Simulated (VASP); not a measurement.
Set up this calculation in VASP 6.6.1, as the native input.

```
Task                   : single point
Functional             : PBE
Potentials or basis    : VASP PAW PBE potentials, release 64 (Ti_sv, Al)
Cutoff                 : 520 eV
k mesh                 : 1 × 1 × 1
Occupations            : methfessel-paxton, width 0.1 eV
Spin                   : no spin polarisation
Dipole correction      : no
Further INCAR settings : LREAL = Auto; ALGO = Normal; EDIFF = 1e-07; NBANDS = 104
```

The structure of Ti8Al23 (a cell with a defect) (vacancy hop of Al) lies in POSCAR:

```
Ti8Al23
1.0
    7.6895028900      0.0000000000      0.0000000000
    0.0000000000      7.6895028900      0.0000000000
    0.0000000000      0.0000000000      8.6237151300
Ti Al
8 23
Direct
   -0.0129048158      0.0000329365     -0.0050438079
    0.2502377764      0.2631513666      0.5052889578
    0.0049155740      0.5000341635     -0.0006130018
    0.2502528692      0.7369268534      0.5052848829
    0.5133975268      0.0000394980     -0.0050495479
    0.7502553685      0.2453967912      0.5008508259
    0.4955769985      0.5000353578     -0.0006142252
    0.7502275119      0.7546797291      0.5008518202
    0.0106354251      0.0000271125      0.4923290397
    0.2502547019      0.2396090833      0.0079195255
    0.0079357138      0.2423492945      0.2501243481
    0.2502378187      0.0000286244      0.7501188122
    0.0001806074      0.2501081516      0.7501158361
    0.4925279704      0.2423164042      0.2501221213
   -0.0064489918      0.5000446858      0.4978239438
    0.2502459091      0.7604685422      0.0079265959
    0.0079532221      0.7577485553      0.2501238761
    0.2502585565      0.5000396405      0.7537112188
    0.0001502498      0.7499480788      0.7501163349
    0.2502443888      0.5000347949      0.2500156675
    0.4898661691      0.0000556397      0.4923312255
    0.7502524552      0.2567551459      0.0024165786
    0.7502416263      0.0000493050      0.7465292025
    0.5003267778      0.2501178060      0.7501167784
    0.7502466260      0.0000385906      0.2502200164
    0.5069402883      0.5000358532      0.4978133337
    0.7502425286      0.7433159070      0.0024195314
    0.4925598234      0.7577428273      0.2501159562
    0.7502374616      0.5000317741      0.7501191055
    0.5003176408      0.7499758850      0.7501267090
    0.7502372907      0.5000242730      0.2501255908
```

One way to write it, as run:

INCAR

```
ALGO     = Normal         # electronic algorithm
EDIFF    = 1E-7           # SCF threshold, eV
ENCUT    = 520            # plane-wave cutoff, eV
GGA      = PE             # functional
ISIF     = 2              # what is computed and relaxed
ISMEAR   = 1              # smearing method
LASPH    = True           # aspherical terms in the spheres
LCHARG   = False          # write CHGCAR
LREAL    = Auto         
LWAVE    = False          # write WAVECAR
NBANDS   = 104            # bands
NELM     = 80             # most SCF steps
PREC     = Accurate       # precision mode
SIGMA    = 0.1            # smearing width, eV
```

KPOINTS

```
k-points
0
Gamma
  1 1 1
```

Potentials or basis: VASP PAW PBE potentials, release 64 (Ti_sv, Al).

Run with:

```console
$ cat potpaw_PBE.64/Ti_sv/POTCAR potpaw_PBE.64/Al/POTCAR > POTCAR
$ mpirun -np 1 vasp_gam > vasp.out
```

It gave:

* Pressure: -1.2 GPa
* Largest force: 0.018 eV/Å

Caveat: the k points lie up to 0.82 Å⁻¹ apart.

Run time: 77 s on 1 thread of AMD EPYC 9R45 96-Core Processor (Zen 5), on a shared host, peak memory 0.43 GiB.
